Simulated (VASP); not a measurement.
The system is Ni.

```
CELL_PARAMETERS angstrom
-1.39288 1.39288 1.39288
1.39288 -1.39288 1.39288
1.39288 1.39288 -1.39288
ATOMIC_POSITIONS crystal
Ni 0.00000 0.00000 0.00000
```

Base run:

| Quantity | Value |
| --- | --- |
| Program | VASP 6.6.1 |
| Functional | PBEsol |
| Potentials or basis | VASP PAW PBE potentials, release 64 (Ni) |
| Cutoff | 520 eV |
| k mesh | 13 × 13 × 13 |
| Occupations | fermi-dirac, width 0.05 eV |
| Spin | collinear spin, ferromagnetic start |
| Starting moments | [1.0] μB |

Its results: pressure -6.4 GPa; net moment 0.59 μB per cell; site moments Ni +0.59 μB.

Question: The run is repeated on the same cell with these changes: functional from PBEsol to LDA; potentials or basis from VASP PAW PBE potentials, release 64 (Ni) to VASP PAW LDA potentials, release 64 (Ni). What comes out?

Answer: Pressure -14.0 GPa; net moment 0.51 μB per cell; site moments Ni +0.51 μB.

Caveats: the PAW data sets were made with another functional, which shifts forces and pressure a little (some runs).
